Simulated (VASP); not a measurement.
# MgO in VASP: notebook

MgO is run at these levels: PBEsol; tasks: relaxation of the atoms, single point.

Program: VASP 6.6.1. These are calculated values, not measurements. Logs are shortened: lines on timing, memory, paths and dates and some standing lists are left out, and cuts for length are marked.

### 1 The cell of the first run

The cell holds a slab with vacuum, 24 atoms: a = 5.501 Å, b = 5.501 Å, c = 16.615 Å, α = 90.00°, β = 90.00°, γ = 60.00°.

### 2 Relaxation of the atoms, PBEsol

INCAR reads:

```
PREC = Accurate
ENCUT = 520
EDIFF = 1E-6
ISMEAR = -1
SIGMA = 0.02
LREAL = Auto
LASPH = True
NELM = 60
ALGO = Normal
ISIF = 2
LWAVE = False
LCHARG = False
GGA = PS
IBRION = 2
NSW = 45
EDIFFG = -0.08
```

KPOINTS reads:

```
regular mesh
0
Gamma
  2 2 1
```

POSCAR reads:

```
MgO
1.0
    5.5012910000      0.0000000000      0.0000000000
    2.7506450000      4.7642580000      0.0000000000
    0.0000000000      0.0000000000     16.6147310000
Mg O
12 12
Selective dynamics
Direct
    0.0000000000      0.0000000000      0.0601876000  F F F
    0.0000000000      0.5000000000      0.0601876000  F F F
    0.5000000000      0.0000000000      0.0601876000  F F F
    0.5000000000      0.5000000000      0.0601876000  F F F
    0.6666667000      0.6666667000      0.1953623000  T T T
    0.6666667000      0.1666667000      0.1953623000  T T T
    0.1666667000      0.6666667000      0.1953623000  T T T
    0.1666667000      0.1666667000      0.1953623000  T T T
    0.3333333000      0.3333333000      0.3305371000  T T T
    0.3333333000      0.8333333000      0.3305371000  T T T
    0.8333333000      0.3333333000      0.3305371000  T T T
    0.8333333000      0.8333333000      0.3305371000  T T T
    0.3333333000      0.8333333000      0.1277749000  F F F
    0.3333333000      0.3333333000      0.1277749000  F F F
    0.8333333000      0.8333333000      0.1277749000  F F F
    0.8333333000      0.3333333000      0.1277749000  F F F
    1.0000000000      0.5000000000      0.2629497000  T T T
    1.0000000000      0.0000000000      0.2629497000  T T T
    0.5000000000      0.5000000000      0.2629497000  T T T
    0.5000000000      0.0000000000      0.2629497000  T T T
    0.6666667000      0.1666667000      0.3981245000  T T T
    0.6666667000      0.6666667000      0.3981245000  T T T
    0.1666667000      0.1666667000      0.3981245000  T T T
    0.1666667000      0.6666667000      0.3981245000  T T T
```

Potentials or basis: VASP PAW PBE potentials, release 64 (Mg, O).

Run with:

```console
cat potpaw_PBE.64/Mg/POTCAR potpaw_PBE.64/O/POTCAR > POTCAR
mpirun -np 1 vasp_std > vasp.out
```

OUTCAR:

```text
PREC = Accurate
   ENCUT = 520
   EDIFF = 1E-6
   ISMEAR = -1
   LREAL = Auto
   LASPH = True
   NELM = 60
   ISIF = 2
   GGA = PS
   IBRION = 2
   NSW = 45
   EDIFFG = -0.08

 ion  position               nearest neighbor table
   1  0.000  0.000  0.060-  16 1.94  13 1.94  15 1.94   7 2.75   6 2.75   8 2.75   2 2.75   2 2.75
                             3 2.75   3 2.75   4 2.75   4 2.75
   2  0.000  0.500  0.060-  15 1.94  14 1.94  16 1.94   8 2.75   5 2.75   7 2.75   1 2.75   1 2.75
                             4 2.75   4 2.75   3 2.75   3 2.75
   3  0.500  0.000  0.060-  14 1.94  15 1.94  13 1.94   5 2.75   8 2.75   6 2.75   4 2.75   4 2.75
                             1 2.75   1 2.75   2 2.75   2 2.75
   4  0.500  0.500  0.060-  13 1.94  16 1.94  14 1.94   6 2.75   7 2.75   5 2.75   3 2.75   3 2.75
                             2 2.75   2 2.75   1 2.75   1 2.75
   5  0.667  0.667  0.195-  15 1.94  20 1.95  17 1.95  19 1.95  16 1.95  13 1.95   3 2.75   2 2.75
                             4 2.75  12 2.75   6 2.75   6 2.75   7 2.75   7 2.75   8 2.75   8 2.75
   6  0.667  0.167  0.195-  16 1.94  19 1.95  18 1.95  20 1.95  15 1.95  14 1.95   4 2.75   1 2.75
                             3 2.75  11 2.75   5 2.75   5 2.75   8 2.75   8 2.75   7 2.75   7 2.75
   7  0.167  0.667  0.195-  13 1.94  18 1.95  19 1.95  17 1.95  14 1.95  15 1.95   1 2.75   4 2.75
                             2 2.75  10 2.75   8 2.75   8 2.75   5 2.75   5 2.75   6 2.75   6 2.75
   8  0.167  0.167  0.195-  14 1.94  17 1.95  20 1.95  18 1.95  13 1.95  16 1.95   2 2.75   3 2.75
                             1 2.75   9 2.75   7 2.75   7 2.75   6 2.75   6 2.75   5 2.75   5 2.75
   9  0.333  0.333  0.331-  23 1.94  20 1.95  17 1.95  19 1.95  24 1.95  21 1.95   8 2.75  10 2.75
[... 26 lines left out ...]
 A1 = (  -2.7506450000,  -4.7642580000,   0.0000000000)
 A2 = (   5.5012910000,   0.0000000000,   0.0000000000)
 A3 = (   0.0000000000,   0.0000000000,  16.6147310000)

Analysis of symmetry for initial positions (statically):
=====================================================================
 Subroutine PRICEL returns following result:

  LATTYP: Found a hexagonal cell.
 ALAT       =     2.7506454791
 C/A-ratio  =     6.0403025858
[... 12 lines left out ...]
 Subroutine GETGRP returns: Found  6 space group operations
 (whereof  6 operations were pure point group operations)
 out of a pool of 24 trial point group operations.

The static configuration has the point symmetry C_3v.

Analysis of symmetry for dynamics (positions and initial velocities):
=====================================================================
 Subroutine PRICEL returns following result:

  LATTYP: Found a hexagonal cell.
 ALAT       =     2.7506454791
 C/A-ratio  =     6.0403025858
[... 12 lines left out ...]
 Subroutine GETGRP returns: Found  6 space group operations
 (whereof  6 operations were pure point group operations)
 out of a pool of 24 trial point group operations.

The dynamic configuration has the point symmetry C_3v.

[... 146 lines left out ...]

--------------------------------------- Ionic step        1  -------------------------------------------

 number of electron      95.9999951 magnetization

 Free energy of the ion-electron system (eV)
  ---------------------------------------------------
  ext. energy  EPLUGINS =         0.00000000
  ---------------------------------------------------
  free energy    TOTEN  =      -121.92943770 eV

  energy without entropy =     -121.90240388  energy(sigma->0) =     -121.91592079

------------------------ aborting loop because EDIFF is reached ----------------------------------------

  FORCE on cell =-STRESS in cart. coord.  units (eV):
  Direction    XX          YY          ZZ          XY          YZ          ZX
  --------------------------------------------------------------------------------------
  -------------------------------------------------------------------------------------
  Total       59.4332025     59.4332085     52.9330502     -0.0000062      0.0000000      0.0000000
  in kB      218.6686434    218.6686654    194.7530637     -0.0000229      0.0000000      0.0000000
  external PRESSURE =     210.6967908 kB  Pullay stress =       0.0000000 kB
[... 155 lines left out ...]
  FREE ENERGIE OF THE ION-ELECTRON SYSTEM (eV)
  ---------------------------------------------------
  free  energy   TOTEN  =      -122.7956460511 eV

  energy  without entropy=     -122.7491146721  energy(sigma->0) =     -122.77238036

[... ionic steps 4 to 13 ...]

--------------------------------------- Ionic step       14  -------------------------------------------

 number of electron      95.9999946 magnetization

------------------------ aborting loop because EDIFF is reached ----------------------------------------
[... 111 lines left out ...]
--------------------------------------- Ionic step       16  -------------------------------------------

 number of electron      95.9999945 magnetization

 Free energy of the ion-electron system (eV)
  ---------------------------------------------------
  ext. energy  EPLUGINS =         0.00000000
  ---------------------------------------------------
  free energy    TOTEN  =      -125.22595048 eV

  energy without entropy =     -125.17764071  energy(sigma->0) =     -125.20179560

 E-fermi :  -1.4036     XC(G=0):  -6.5962

 val. band max:       -1.4549379563   @ k =   0.5000   0.0000   0.0000
 cond. band min:      -1.3802619277   @ k =   0.5000   0.0000   0.0000
 fundamental gap:      0.0746760285
 Fermi energy:        -1.4035554353

 k-point     1 :       0.0000    0.0000    0.0000
  band No.  band energies     occupation
      1     -21.2870      2.00000
      2     -19.9299      2.00000
      3     -19.9299      2.00000
      4     -19.9299      2.00000
      5     -19.8463      2.00000
      6     -18.5800      2.00000
[... 52 lines left out ...]
     59       6.2621      0.00000
     60       6.2621      0.00000

 k-point     2 :       0.5000    0.0000    0.0000
  band No.  band energies     occupation
      1     -20.6665      2.00000
      2     -20.6665      2.00000
      3     -19.9491      2.00000
      4     -19.9491      2.00000
      5     -19.2684      2.00000
      6     -19.2684      2.00000
[... 52 lines left out ...]
     59       6.7498      0.00000
     60       6.7498      0.00000
 [bands above 60 left out]

------------------------ aborting loop because EDIFF is reached ----------------------------------------

  FORCE on cell =-STRESS in cart. coord.  units (eV):
  Direction    XX          YY          ZZ          XY          YZ          ZX
  --------------------------------------------------------------------------------------
  -------------------------------------------------------------------------------------
  Total       48.1118515     48.1118564      3.3257146     -0.0000050      0.0000000      0.0000000
  in kB      177.0147470    177.0147649     12.2360812     -0.0000186      0.0000000      0.0000000
  external PRESSURE =     122.0885310 kB  Pullay stress =       0.0000000 kB
[... 39 lines left out ...]
  FREE ENERGIE OF THE ION-ELECTRON SYSTEM (eV)
  ---------------------------------------------------
  free  energy   TOTEN  =      -125.2259504757 eV

  energy  without entropy=     -125.1776407145  energy(sigma->0) =     -125.20179560

 reached required accuracy - stopping structural energy minimisation
```

OSZICAR:

```text
N       E                     dE             d eps       ncg     rms          rms(c)
DAV:   1     0.863697245017E+03    0.86370E+03   -0.43457E+04   244   0.133E+03
DAV:   2    -0.265495018880E+02   -0.89025E+03   -0.84029E+03   323   0.332E+02
DAV:   3    -0.151843687988E+03   -0.12529E+03   -0.12426E+03   291   0.133E+02
[... 429 lines left out ...]
DAV:   5    -0.125225932162E+03   -0.83291E-03   -0.11286E-04   288   0.488E-02    0.534E-02
DAV:   6    -0.125225949377E+03   -0.17215E-04   -0.39855E-05   264   0.293E-02    0.586E-03
DAV:   7    -0.125225948207E+03    0.11701E-05   -0.68232E-06   288   0.137E-02    0.128E-02
DAV:   8    -0.125225949495E+03   -0.12876E-05   -0.21428E-06   216   0.654E-03    0.904E-03
DAV:   9    -0.125225950476E+03   -0.98096E-06   -0.31071E-07   179   0.267E-03
  16 F= -.12522595E+03 E0= -.12520180E+03  d E =-.105571E-02
```

It took 49 min on 1 thread of Intel Xeon Platinum 8259CL at 2.50GHz (Skylake/Cascade Lake), shared host; peak memory 0.56 GiB.

What came out:

| Property | Result |
| --- | --- |
| Free energy | -125.2260 eV |
| Energy gained by relaxing | 137.4 meV/atom |
| Ionic steps | 16 |
| Band gap on the k mesh | zero (bands 48 and 49 overlap by 0.37 eV) |

The path:
```csv
step,energy change (eV),largest force on free atoms (eV/Å),pressure (GPa)
1,0.0000,2.4073,21.07
2,-0.7709,2.2184,20.86
3,-0.8662,1.2326,20.67
4,-1.4390,1.0487,19.48
5,-2.4741,1.4787,16.08
6,-2.0217,3.0793,10.93
7,-2.6465,2.2614,13.85
8,-2.9826,1.5649,12.93
9,-3.2038,0.4512,11.69
10,-3.2050,0.5035,11.60
11,-3.2473,0.2888,11.41
12,-3.2703,0.2106,11.54
13,-3.2940,0.1192,12.12
14,-3.2954,0.0857,12.22
15,-3.2955,0.0917,12.21
16,-3.2965,0.0107,12.21
```

Final structure:
```cif
data_structure
_symmetry_space_group_name_H-M 'P 1'
_symmetry_Int_Tables_number 1
_cell_length_a 5.5013
_cell_length_b 5.5013
_cell_length_c 16.6147
_cell_angle_alpha 90.000
_cell_angle_beta 90.000
_cell_angle_gamma 60.000
_cell_volume 435.46
loop_
_atom_site_label
_atom_site_type_symbol
_atom_site_fract_x
_atom_site_fract_y
_atom_site_fract_z
_atom_site_occupancy
Mg1 Mg 0.00000 0.00000 0.06019 1
Mg2 Mg 0.00000 0.50000 0.06019 1
Mg3 Mg 0.50000 0.00000 0.06019 1
Mg4 Mg 0.50000 0.50000 0.06019 1
Mg5 Mg 0.66667 0.66667 0.21105 1
Mg6 Mg 0.66667 0.16667 0.21105 1
Mg7 Mg 0.16667 0.66667 0.21105 1
Mg8 Mg 0.16667 0.16667 0.21105 1
Mg9 Mg 0.33333 0.33333 0.36266 1
Mg10 Mg 0.33333 0.83333 0.36266 1
Mg11 Mg 0.83333 0.33333 0.36266 1
Mg12 Mg 0.83333 0.83333 0.36266 1
O1 O 0.33333 0.83333 0.12777 1
O2 O 0.33333 0.33333 0.12777 1
O3 O 0.83333 0.83333 0.12777 1
O4 O 0.83333 0.33333 0.12777 1
O5 O 0.00000 0.50000 0.27968 1
O6 O 0.00000 0.00000 0.27968 1
O7 O 0.50000 0.50000 0.27968 1
O8 O 0.50000 0.00000 0.27968 1
O9 O 0.66667 0.16667 0.43225 1
O10 O 0.66667 0.66667 0.43225 1
O11 O 0.16667 0.16667 0.43225 1
O12 O 0.16667 0.66667 0.43225 1
```

Caveat: the k points lie up to 0.66 Å⁻¹ apart; the PAW data sets were made with another functional, which shifts forces and pressure a little.

### 3 Single point, PBEsol

INCAR reads:

```
PREC = Accurate
ENCUT = 520
EDIFF = 1E-6
ISMEAR = -1
SIGMA = 0.02
LREAL = Auto
LASPH = T
NELM = 60
ALGO = Normal
ISIF = 2
LWAVE = F
LCHARG = F
GGA = PS
NBANDS = 66
```

KPOINTS is that of step 2.

POSCAR reads:

```
MgO
1.0
    5.5012911388      0.0000002887      0.0000000000
    2.7506453194      4.7642580241      0.0000000000
    0.0000000000      0.0000000000     16.6147310000
Mg O
12 12
Direct
    0.0000000000      0.0000000000      0.0601876000
    0.0000000000      0.5000000000      0.0601876000
    0.5000000000      0.0000000000      0.0601876000
    0.5000000000      0.5000000000      0.0601876000
    0.6666666667      0.6666666667      0.2111797345
    0.6666666667      0.1666666667      0.2111797345
    0.1666666667      0.6666666667      0.2111797345
    0.1666666667      0.1666666667      0.2111797345
    0.3333333333      0.3333333333      0.3628527168
    0.3333333333      0.8333333333      0.3628527168
    0.8333333333      0.3333333333      0.3628527168
    0.8333333333      0.8333333333      0.3628527168
    0.3333333333      0.8333333333      0.1277749000
    0.3333333333      0.3333333333      0.1277749000
    0.8333333333      0.8333333333      0.1277749000
    0.8333333333      0.3333333333      0.1277749000
    1.0000000000      0.5000000000      0.2798020477
    1.0000000000      0.0000000000      0.2798020477
    0.5000000000      0.5000000000      0.2798020477
    0.5000000000      0.0000000000      0.2798020477
    0.6666666667      0.1666666667      0.4325467388
    0.6666666667      0.6666666667      0.4325467388
    0.1666666667      0.1666666667      0.4325467388
    0.1666666667      0.6666666667      0.4325467388
```

Potentials or basis: VASP PAW PBE potentials, release 64 (Mg, O).

Run with:

```console
cat potpaw_PBE.64/Mg/POTCAR potpaw_PBE.64/O/POTCAR > POTCAR
mpirun -np 1 vasp_std > vasp.out
```

OUTCAR:

```text
PREC = Accurate
   ENCUT = 520
   EDIFF = 1E-6
   ISMEAR = -1
   LREAL = Auto
   LASPH = T
   NELM = 60
   ISIF = 2
   GGA = PS

 ion  position               nearest neighbor table
   1  0.000  0.000  0.060-  16 1.94  13 1.94  15 1.94   4 2.75   4 2.75   2 2.75   2 2.75   3 2.75
                             3 2.75   7 2.97   6 2.97   8 2.97
   2  0.000  0.500  0.060-  15 1.94  14 1.94  16 1.94   3 2.75   3 2.75   1 2.75   1 2.75   4 2.75
                             4 2.75   8 2.97   5 2.97   7 2.97
   3  0.500  0.000  0.060-  14 1.94  15 1.94  13 1.94   2 2.75   2 2.75   4 2.75   4 2.75   1 2.75
                             1 2.75   5 2.97   8 2.97   6 2.97
   4  0.500  0.500  0.060-  13 1.94  16 1.94  14 1.94   1 2.75   1 2.75   3 2.75   3 2.75   2 2.75
                             2 2.75   6 2.97   7 2.97   5 2.97
   5  0.667  0.667  0.211-  20 1.95  17 1.95  19 1.95  15 2.11  16 2.11  13 2.11   8 2.75   8 2.75
                             6 2.75   6 2.75   7 2.75   7 2.75   3 2.97   2 2.97   4 2.97  12 2.98
   6  0.667  0.167  0.211-  19 1.95  18 1.95  20 1.95  16 2.11  15 2.11  14 2.11   7 2.75   7 2.75
                             5 2.75   5 2.75   8 2.75   8 2.75   4 2.97   1 2.97   3 2.97  11 2.98
   7  0.167  0.667  0.211-  18 1.95  19 1.95  17 1.95  13 2.11  14 2.11  15 2.11   6 2.75   6 2.75
                             8 2.75   8 2.75   5 2.75   5 2.75   1 2.97   4 2.97   2 2.97  10 2.98
   8  0.167  0.167  0.211-  17 1.95  20 1.95  18 1.95  14 2.11  13 2.11  16 2.11   5 2.75   5 2.75
                             7 2.75   7 2.75   6 2.75   6 2.75   2 2.97   3 2.97   1 2.97   9 2.98
   9  0.333  0.333  0.363-  23 1.97  24 1.97  21 1.97  20 2.10  17 2.10  19 2.10  12 2.75  12 2.75
[... 26 lines left out ...]
 A1 = (  -2.7506453194,  -4.7642580241,   0.0000000000)
 A2 = (   5.5012911388,   0.0000002887,   0.0000000000)
 A3 = (   0.0000000000,   0.0000000000,  16.6147310000)

Analysis of symmetry for initial positions (statically):
=====================================================================
 Subroutine PRICEL returns following result:

  LATTYP: Found a hexagonal cell.
 ALAT       =     2.7506455694
 C/A-ratio  =     6.0403023875

  Lattice vectors:

 A1 = (  -1.3753226597,  -2.3821290121,   0.0000000000)
 A2 = (   2.7506455694,   0.0000001444,   0.0000000000)
 A3 = (   0.0000000000,   0.0000000000,  16.6147310000)

[... 161 lines left out ...]
  ext. energy  EPLUGINS =         0.00000000
  ---------------------------------------------------
  free energy    TOTEN  =      -125.22566836 eV

  energy without entropy =     -125.17723291  energy(sigma->0) =     -125.20145064

 E-fermi :  -1.4005     XC(G=0):  -6.6200

 val. band max:       -1.4517196969   @ k =   0.5000  -0.0000   0.0000
 cond. band min:      -1.3772750389   @ k =   0.5000  -0.0000   0.0000
 fundamental gap:      0.0744446580
 Fermi energy:        -1.4005065988

 k-point     1 :       0.0000    0.0000    0.0000
  band No.  band energies     occupation
      1     -21.2789      2.00000
      2     -19.9216      2.00000
      3     -19.9216      2.00000
      4     -19.9216      2.00000
      5     -19.8495      2.00000
      6     -18.5839      2.00000
[... 52 lines left out ...]
     59       6.2578      0.00000
     60       6.2578      0.00000

 k-point     2 :       0.5000   -0.0000    0.0000
  band No.  band energies     occupation
      1     -20.6583      2.00000
      2     -20.6583      2.00000
      3     -19.9408      2.00000
      4     -19.9408      2.00000
      5     -19.2720      2.00000
      6     -19.2720      2.00000
[... 52 lines left out ...]
     59       6.7446      0.00000
     60       6.7446      0.00000
 [bands above 60 left out]

------------------------ aborting loop because EDIFF is reached ----------------------------------------

  FORCE on cell =-STRESS in cart. coord.  units (eV):
  Direction    XX          YY          ZZ          XY          YZ          ZX
  --------------------------------------------------------------------------------------
  -------------------------------------------------------------------------------------
  Total       48.0550033     48.0550032      2.9776508      0.0000000     -0.0000000     -0.0000000
  in kB      176.8055888    176.8055888     10.9554734      0.0000000     -0.0000000     -0.0000000
  external PRESSURE =     121.5222170 kB  Pullay stress =       0.0000000 kB

 VOLUME and BASIS-vectors are now :
 -----------------------------------------------------------------------------
  energy-cutoff  :      520.00
  volume of cell :      435.46
      direct lattice vectors                 reciprocal lattice vectors
     5.501291139  0.000000289  0.000000000     0.181775515 -0.104948130  0.000000000
     2.750645319  4.764258024  0.000000000    -0.000000011  0.209896279  0.000000000
     0.000000000  0.000000000 16.614731000     0.000000000  0.000000000  0.060187553

 POSITION                                       TOTAL-FORCE (eV/Angst)
 -----------------------------------------------------------------------------------
      0.00000      0.00000      1.00000        -0.000000     -0.000000     -0.916396
      1.37532      2.38213      1.00000        -0.000000     -0.000000     -0.916396
      2.75065      0.00000      1.00000         0.000000      0.000000     -0.916396
      4.12597      2.38213      1.00000         0.000000     -0.000000     -0.916396
      5.50129      3.17617      3.50869         0.000000     -0.000000     -0.027017
      4.12597      0.79404      3.50869         0.000000     -0.000000     -0.027017
[... 16 lines left out ...]
      1.37532      0.79404      7.18665         0.000000      0.000000     -0.033598
      2.75065      3.17617      7.18665        -0.000000      0.000000     -0.033598
 -----------------------------------------------------------------------------------
    total drift:                                0.000000      0.000000      0.044406

  FREE ENERGIE OF THE ION-ELECTRON SYSTEM (eV)
  ---------------------------------------------------
  free  energy   TOTEN  =      -125.2256683584 eV

  energy  without entropy=     -125.1772329137  energy(sigma->0) =     -125.20145064
```

It took 3.3 min on 1 thread of Intel Xeon Platinum 8488C (Sapphire Rapids), shared host; peak memory 0.48 GiB.

What came out:

| Item | Value |
| --- | --- |
| Free energy | -125.2257 eV |
| Largest force | 0.954 eV/Å |
| Band gap on the k mesh | zero (bands 48 and 49 overlap by 0.37 eV) |

Forces on the atoms (eV/Å):
```
Mg   0.000  0.000 -0.916
Mg   0.000  0.000 -0.916
Mg   0.000  0.000 -0.916
Mg   0.000  0.000 -0.916
Mg   0.000  0.000 -0.027
Mg   0.000  0.000 -0.027
Mg   0.000  0.000 -0.027
Mg   0.000  0.000 -0.027
Mg   0.000  0.000  0.011
Mg   0.000  0.000  0.011
Mg   0.000  0.000  0.011
Mg   0.000  0.000  0.011
O    0.000  0.000  0.954
O    0.000  0.000  0.954
O    0.000  0.000  0.954
O    0.000  0.000  0.954
O    0.000  0.000  0.012
O    0.000  0.000  0.012
O    0.000  0.000  0.012
O    0.000  0.000  0.012
O    0.000  0.000 -0.034
O    0.000  0.000 -0.034
O    0.000  0.000 -0.034
O    0.000  0.000 -0.034
```

Caveat: the k points lie up to 0.66 Å⁻¹ apart; the PAW data sets were made with another functional, which shifts forces and pressure a little.
